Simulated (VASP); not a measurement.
# Si (Fd-3m) in VASP: a series of runs

The runs below take Si through relaxation of cell and atoms, with PBEsol.

All numbers are computed with VASP 6.6.1; they aren't measurements. Logs are shortened: lines on timing, memory, paths and dates and some standing lists are left out, and cuts for length are marked.

**1. The cell of the first run**

Symmetry: Fd-3m, No. 227, cubic system. Conventional cell: a = 5.444 Å, b = 5.444 Å, c = 5.444 Å, α = 90.00°, β = 90.00°, γ = 90.00°. Si (site symmetry -43m) has 4 Si at 2.36 Å within 3.1 Å.

**2. Relaxation of cell and atoms, PBEsol, target pressure 10 GPa, at which the enthalpy is minimised**

Input file INCAR:

```
PREC     = Accurate       # precision mode
ENCUT    = 600            # plane-wave cutoff, eV
EDIFF    = 1E-6           # SCF threshold, eV
ISMEAR   = -1             # smearing method
SIGMA    = 0.05           # smearing width, eV
LREAL    = F              # projectors in reciprocal space
LASPH    = T              # aspherical terms in the spheres
NELM     = 100            # most SCF steps
ALGO     = Normal         # electronic algorithm
ISIF     = 3              # what is computed and relaxed
LWAVE    = F              # write WAVECAR
LCHARG   = F              # write CHGCAR
GGA      = PS             # functional
IBRION   = 2              # ionic algorithm
NSW      = 80             # ionic steps
EDIFFG   = -0.005         # ionic threshold
PSTRESS  = 100.0
```

Input file KPOINTS:

```
Automatic mesh
0
Gamma
  8 8 8
```

Input file POSCAR:

```
Si
1.0
    0.0000000000      2.7218511865      2.7218511865
    2.7218511865      0.0000000000      2.7218511865
    2.7218511865      2.7218511865      0.0000000000
Si
2
Direct
    0.5000000000      0.5000000000      0.5000000000
    0.7500000000      0.7500000000      0.7500000000
```

Potentials or basis: VASP PAW PBE potentials, release 64 (Si).

The run is started by

```sh
cat potpaw_PBE.64/Si/POTCAR > POTCAR
mpirun -np 1 vasp_std > vasp.out
```

OUTCAR:

```text
PREC = Accurate
   ENCUT = 600
   EDIFF = 1E-6
   ISMEAR = -1
   LREAL = F
   LASPH = T
   NELM = 100
   ISIF = 3
   GGA = PS
   IBRION = 2
   NSW = 80
   EDIFFG = -0.005
   PSTRESS = 100.0

 ion  position               nearest neighbor table
   1  0.500  0.500  0.500-   2 2.36   2 2.36   2 2.36   2 2.36
   2  0.750  0.750  0.750-   1 2.36   1 2.36   1 2.36   1 2.36

  LATTYP: Found a face centered cubic cell.
 ALAT       =     5.4437023730

  Lattice vectors:

 A1 = (   0.0000000000,   2.7218511865,   2.7218511865)
 A2 = (   2.7218511865,   0.0000000000,   2.7218511865)
 A3 = (   2.7218511865,   2.7218511865,   0.0000000000)

Analysis of symmetry for initial positions (statically):
=====================================================================
 Subroutine PRICEL returns:
 Original cell was already a primitive cell.

 Routine SETGRP: Setting up the symmetry group for a
 face centered cubic supercell.

 Subroutine GETGRP returns: Found 48 space group operations
 (whereof 24 operations were pure point group operations)
 out of a pool of 48 trial point group operations.

The static configuration has the point symmetry T_d .
 The point group associated with its full space group is O_h .

Analysis of symmetry for dynamics (positions and initial velocities):
=====================================================================
 Subroutine PRICEL returns:
 Original cell was already a primitive cell.

 Routine SETGRP: Setting up the symmetry group for a
 face centered cubic supercell.

 Subroutine GETGRP returns: Found 48 space group operations
 (whereof 24 operations were pure point group operations)
 out of a pool of 48 trial point group operations.

The dynamic configuration has the point symmetry T_d .
 The point group associated with its full space group is O_h .

 Subroutine INISYM returns: Found 48 space group operations
 (whereof 24 operations are pure point group operations),
 and found     1 'primitive' translations

----------------------------------------------------------------------------------------

                                     Primitive cell

  volume of cell :      40.3295

  direct lattice vectors                    reciprocal lattice vectors
     0.000000000  2.721851186  2.721851186    -0.183698507  0.183698507  0.183698507
     2.721851186  0.000000000  2.721851186     0.183698507 -0.183698507  0.183698507
     2.721851186  2.721851186  0.000000000     0.183698507  0.183698507 -0.183698507

  length of vectors
     3.849278863  3.849278863  3.849278863     0.318175148  0.318175148  0.318175148

  position of ions in fractional coordinates (direct lattice)
     0.500000000  0.500000000  0.500000000
     0.750000000  0.750000000  0.750000000

  ion indices of the primitive-cell ions
   primitive index   ion index
                 1           1
                 2           2

----------------------------------------------------------------------------------------

 KPOINTS: Automatic mesh

Automatic generation of k-mesh.
 Grid dimensions read from file:
 generate k-points for:    8    8    8

 Generating k-lattice:

  Cartesian coordinates                     Fractional coordinates (reciprocal lattice)
    -0.022962313  0.022962313  0.022962313     0.125000000  0.000000000  0.000000000
     0.022962313 -0.022962313  0.022962313     0.000000000  0.125000000  0.000000000
     0.022962313  0.022962313 -0.022962313     0.000000000  0.000000000  0.125000000

  Length of vectors
     0.039771893  0.039771893  0.039771893

  Shift w.r.t. Gamma in fractional coordinates (k-lattice)
     0.000000000  0.000000000  0.000000000

 Subroutine IBZKPT returns following result:
 ===========================================

 Found     29 irreducible k-points:

 Following reciprocal coordinates:
            Coordinates               Weight
  0.000000  0.000000  0.000000      1.000000
  0.125000  0.000000  0.000000      8.000000
  0.250000  0.000000  0.000000      8.000000
  0.375000  0.000000  0.000000      8.000000
  0.500000  0.000000  0.000000      4.000000
  0.125000  0.125000  0.000000      6.000000
[... 16 lines left out ...]
  0.500000  0.250000  0.125000     48.000000
 -0.375000  0.250000  0.125000     24.000000
 [... further k-points ...]
   k-points           NKPTS =     29   k-points in BZ     NKDIM =     29   number of bands    NBANDS=      8
   number of dos      NEDOS =    301   number of ions     NIONS =      2
   total plane-waves  NPLWV =  32768
   dimension x,y,z NGX =    32 NGY =   32 NGZ =   32
   dimension x,y,z NGXF=    64 NGYF=   64 NGZF=   64
   ions per type =               2
   NGX,Y,Z   is equivalent  to a cutoff of  13.82, 13.82, 13.82 a.u.
   NGXF,Y,Z  is equivalent  to a cutoff of  27.64, 27.64, 27.64 a.u.
 SYSTEM =  unknown system
   PREC   = accura    normal or accurate (medium, high low for compatibility)
   ISTART =      0    job   : 0-new  1-cont  2-samecut
   ICHARG =      2    charge: 1-file 2-atom 10-const
   ISPIN  =      1    spin polarized calculation?
   LNONCOLLINEAR =      F non collinear calculations
   LSORBIT =      F    spin-orbit coupling
   LASPH  =      T    aspherical Exc in radial PAW
   ENCUT  =  600.0 eV  44.10 Ry    6.64 a.u.   7.69  7.69  7.69*2*pi/ulx,y,z
   NELM   =    100;   NELMIN=  2; NELMDL= -5     # of ELM steps
   EDIFF  = 0.1E-05   stopping-criterion for ELM
   LREAL  =      F    real-space projection
   EDIFFG = -.5E-02   stopping-criterion for IOM
   NSW    =     80    number of steps for IOM
   IBRION =      2    ionic relax: 0-MD 1-quasi-New 2-CG
   NFREE  =      1    steps in history (QN), initial steepest desc. (CG)
   ISIF   =      3    stress and relaxation
   ISYM   =      2    0-nonsym 1-usesym 2-fastsym
   POTIM  = 0.5000    time-step for ionic-motion
   TEBEG  =    0.0;   TEEND  =   0.0 temperature during run
   PSTRESS=  100.0 pullay stress
   NELECT =       8.0000    total number of electrons
   NUPDOWN=      -1.0000    fix difference up-down
   EMIN   =  10.00;   EMAX   =-10.00  energy-range for DOS
   EFERMI =   0.00;   METHOD = LEGACY
   ISMEAR =    -1;   SIGMA  =   0.05  broadening in eV -4-tet -1-fermi 0-gaus
   EFERMI_NEDOS =   21; number of points for ismear=-14 and -15
   IALGO  =     38    algorithm
   IMIX   =      4    mixing-type and parameters
     AMIX     =   0.40;   BMIX     =  1.00
     AMIX_MAG =   1.60;   BMIX_MAG =  1.00
  volume/ion in A,a.u.               =      20.16       136.08
  Fermi-wavevector in a.u.,A,eV,Ry     =   0.954766  1.804247 12.402783  0.911579
  Thomas-Fermi vector in A             =   2.083543
   LORBIT       =      0    0 simple, 1 ext, 2 COOP (PROOUT), +10 PAW based schemes
   GGA     = PS    functional components
   LHFCALC =     F    Hartree Fock is set to
   AEXX    =    0.0000 exact exchange contribution
   IVDW    =     0    specifies the selected vdW correction
   LEPSILON=     F    determine dielectric tensor
   LRPA    =     F    only Hartree local field effects (RPA)
 conjugate gradient relaxation of ions
 non-spin polarized calculation
  energy-cutoff  :      600.00
  volume of cell :       40.33
 maximum number of plane-waves:      1365
   NGX = 15   NGY = 15   NGZ = 15

--------------------------------------- Ionic step        1  -------------------------------------------

 number of electron       8.0000000 magnetization

 Free energy of the ion-electron system (eV)
  ---------------------------------------------------
  ext. energy  EPLUGINS =         0.00000000
  ---------------------------------------------------
  free energy    TOTEN  =       -11.48888788 eV

  energy without entropy =      -11.48881992  energy(sigma->0) =      -11.48885390

------------------------ aborting loop because EDIFF is reached ----------------------------------------

  FORCE on cell =-STRESS in cart. coord.  units (eV):
  Direction    XX          YY          ZZ          XY          YZ          ZX
  --------------------------------------------------------------------------------------
  -------------------------------------------------------------------------------------
  Total       -0.0994132     -0.0994132     -0.0994132      0.0000000     -0.0000000      0.0000000
  in kB       -3.9494034     -3.9494034     -3.9494034      0.0000000     -0.0000000      0.0000000
  external PRESSURE =    -103.9494034 kB  Pullay stress =     100.0000000 kB

 VOLUME and BASIS-vectors are now :
 -----------------------------------------------------------------------------
  energy-cutoff  :      600.00
  volume of cell :       40.33
      direct lattice vectors                 reciprocal lattice vectors
     0.000000000  2.721851186  2.721851186    -0.183698507  0.183698507  0.183698507
     2.721851186  0.000000000  2.721851186     0.183698507 -0.183698507  0.183698507
     2.721851186  2.721851186  0.000000000     0.183698507  0.183698507 -0.183698507
[... 8 lines left out ...]
  FREE ENERGIE OF THE ION-ELECTRON SYSTEM (eV)
  ---------------------------------------------------
  free  energy   TOTEN  =       -11.4888878839 eV

  energy  without entropy=      -11.4888199171  energy(sigma->0) =      -11.48885390

  enthalpy is  TOTEN    =        -8.9717178994 eV   P V=        2.5171699845

--------------------------------------- Ionic step        2  -------------------------------------------

 number of electron       8.0000000 magnetization

 E-fermi :   7.9020     XC(G=0): -10.2932

 val. band max:        7.8710029409   @ k =   0.0000   0.0000   0.0000
 cond. band min:       8.0174418486   @ k =   0.3750   0.3750   0.0000
 fundamental gap:      0.1464389078
 Fermi energy:         7.9019675169

 k-point     1 :       0.0000    0.0000    0.0000
  band No.  band energies     occupation
      1      -5.5306      2.00000
      2       7.8710      1.30011
      3       7.8710      1.30011
      4       7.8710      1.30011
      5      10.4397      0.00000
      6      10.4397      0.00000
      7      10.4397      0.00000
      8      13.4682      0.00000

 k-point     2 :       0.1250    0.0000    0.0000
  band No.  band energies     occupation
      1      -5.2906      2.00000
      2       6.1332      2.00000
      3       7.5189      1.99906
      4       7.5189      1.99906
      5      10.7176      0.00000
      6      10.9532      0.00000
      7      10.9532      0.00000
      8      14.4891      0.00000
[... 309 lines left out ...]
  FREE ENERGIE OF THE ION-ELECTRON SYSTEM (eV)
  ---------------------------------------------------
  free  energy   TOTEN  =       -11.3951299418 eV

  energy  without entropy=      -11.3948711865  energy(sigma->0) =      -11.39500056

  enthalpy is  TOTEN    =        -9.0966768337 eV   P V=        2.2984531081

--------------------------------------- Ionic step        4  -------------------------------------------

 number of electron       8.0000000 magnetization

 Free energy of the ion-electron system (eV)
  ---------------------------------------------------
  ext. energy  EPLUGINS =         0.00000000
  ---------------------------------------------------
  free energy    TOTEN  =       -11.39094797 eV

  energy without entropy =      -11.39068204  energy(sigma->0) =      -11.39081500

 E-fermi :   6.8441     XC(G=0):  -9.8845

 val. band max:        6.6930583487   @ k =   0.0000   0.0000   0.0000
 cond. band min:       7.0461078005   @ k =   0.3750   0.3750   0.0000
 fundamental gap:      0.3530494518
 Fermi energy:         6.8440616936

 k-point     1 :       0.0000    0.0000    0.0000
  band No.  band energies     occupation
      1      -5.9110      2.00000
      2       6.6931      1.90695
      3       6.6931      1.90695
      4       6.6931      1.90694
      5       9.2390      0.00000
      6       9.2390      0.00000
      7       9.2390      0.00000
      8      11.0213      0.00000

 k-point     2 :       0.1250    0.0000    0.0000
  band No.  band energies     occupation
      1      -5.6906      2.00000
      2       5.0372      2.00000
      3       6.3744      1.99983
      4       6.3744      1.99983
      5       9.3480      0.00000
      6       9.7041      0.00000
      7       9.7041      0.00000
      8      12.1908      0.00000
[... 264 lines left out ...]
 POSITION                                       TOTAL-FORCE (eV/Angst)
 -----------------------------------------------------------------------------------
      2.63899      2.63899      2.63899        -0.000000     -0.000000     -0.000000
      3.95849      3.95849      3.95849         0.000000      0.000000      0.000000
 -----------------------------------------------------------------------------------
    total drift:                               -0.000000     -0.000000     -0.000000

  FREE ENERGIE OF THE ION-ELECTRON SYSTEM (eV)
  ---------------------------------------------------
  free  energy   TOTEN  =       -11.3909479654 eV

  energy  without entropy=      -11.3906820355  energy(sigma->0) =      -11.39081500

  enthalpy is  TOTEN    =        -9.0967347360 eV   P V=        2.2942132294

 reached required accuracy - stopping structural energy minimisation
```

Wall time 20 s (1 thread of Intel Xeon Platinum 8259CL at 2.50GHz (Skylake/Cascade Lake), shared host); peak memory 0.17 GiB.

What came out:

```yaml
Free_energy: -11.3909 eV
Relaxed_volume: 18.38 Å³/atom
Relaxed_cell: a = 3.732 Å, b = 3.732 Å, c = 3.732 Å, α = 60.00°, β = 60.00°, γ = 60.00°
Space_group_after_relaxing_to_0.05_Å: Fd-3m (No. 227)
Energy_change_on_relaxing_the_enthalpy_is_what_falls: +49.0 meV/atom
Ionic_steps: 4
Pressure_after_relaxing: 10.0 GPa
Band_gap_on_the_k_mesh: 0.35 eV, indirect (least direct gap 2.55 eV)
```

The path:
| step | energy change (eV) | largest force (eV/Å) | pressure (GPa) | volume (Å³) |
| --- | --- | --- | --- | --- |
| 1 | 0.0000 | 0.0000 | -0.39 | 40.33 |
| 2 | 0.4937 | 0.0000 | 26.60 | 33.17 |
| 3 | 0.0938 | 0.0000 | 9.75 | 36.83 |
| 4 | 0.0979 | 0.0000 | 9.99 | 36.76 |

Final structure:
```xyz
2
Lattice="0.0000 2.6390 2.6390 2.6390 0.0000 2.6390 2.6390 2.6390 0.0000" Properties=species:S:1:pos:R:3 pbc="T T T"
Si    2.6390    2.6390    2.6390
Si    3.9585    3.9585    3.9585
```

Caveat: the cell is relaxed towards a set pressure, so the enthalpy falls and the energy may rise; the PAW data sets were made with another functional, which shifts forces and pressure a little. A k mesh can miss the band edges.

[end of part 1 of 2]
